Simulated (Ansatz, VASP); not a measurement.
**One calculation of Ca2SeO, two programs**

```
O Ca Se
1.0
     3.84364    0.00000    0.00000
     0.00000    3.84364    0.00000
     0.00000    0.00000    5.43895
O Ca Se
1 2 1
Direct
  0.00000 0.00000 0.00000
  0.00000 0.00000 0.50000
  0.50000 0.50000 0.00000
  0.50000 0.50000 0.50000
```

Alike in both runs: task single point; functional r2SCAN; k mesh 6 × 6 × 4; no spin polarisation.

```csv
,VASP,Ansatz
version,VASP 6.6.1,Ansatz 0.2.0
potentials or method,"VASP PAW PBE potentials, release 64 (O, Ca_sv, Se)","plane waves, PAW"
plane-wave cutoff (eV),520,500
occupations,"gaussian, width 0.01 eV",fixed
valence electrons in the cell,32,42
```

```csv
,VASP,Ansatz,Ansatz less VASP
gap on the k mesh at the Fermi level (eV),2.48,2.48,+0.004
pressure (GPa),2.6,2.1,-0.44
```

VASP's potentials were made for PBE, not for r2SCAN. VASP's potentials hold 32 valence electrons a cell and Ansatz's 42, so a difference there can come from the potentials and not from the codes.
